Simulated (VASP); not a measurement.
BN, 4 atoms in the cell. The structure is hexagonal, space group P-6m2 (No. 187). Conventional cell: a = 2.510 Å, b = 2.510 Å, c = 6.690 Å, α = 90.00°, β = 90.00°, γ = 120.00°. Within 1.9 Å of B (site symmetry -6m2) lie 3 N at 1.45 Å. Within 1.9 Å of B (site symmetry -6m2) lie 3 N at 1.45 Å. Within 1.9 Å of N (site symmetry -6m2) lie 3 B at 1.45 Å. N (site symmetry -6m2) has 3 B at 1.45 Å within 1.9 Å. 

* Program: VASP 6.6.1
* Task: density of states
* Functional: PBE
* Potentials or basis: VASP PAW PBE potentials, release 64 (B, N)
* Cutoff: 520 eV
* k mesh: 11 × 11 × 4
* Occupations: fermi-dirac, width 0.03 eV
* Spin: no spin polarisation
* Dipole correction: no
* k mesh for the DOS: 17 × 17 × 6
* Occupations for the DOS: tetrahedron
* Further INCAR settings: ALGO = Normal; EDIFF = 1e-07

Potentials or basis: VASP PAW PBE potentials, release 64 (B, N).

Run with:

```bash
$ cat potpaw_PBE.64/B/POTCAR potpaw_PBE.64/N/POTCAR > POTCAR
$ cp INCAR.step1 INCAR
$ cp KPOINTS.step1 KPOINTS
$ mpirun -np 1 vasp_std > vasp.out
$ cp INCAR.step2 INCAR
$ cp KPOINTS.step2 KPOINTS
$ mpirun -np 1 vasp_std > vasp.out
```

Hardware: 1 thread of Intel(R) Xeon(R) 6975P-C (Granite Rapids), with other jobs on the host.

Q: How long does it take, and how much memory?

A: Run time: 26 s on 1 thread of Intel(R) Xeon(R) 6975P-C (Granite Rapids), on a shared host, peak memory 0.17 GiB. Counts: k points 132.
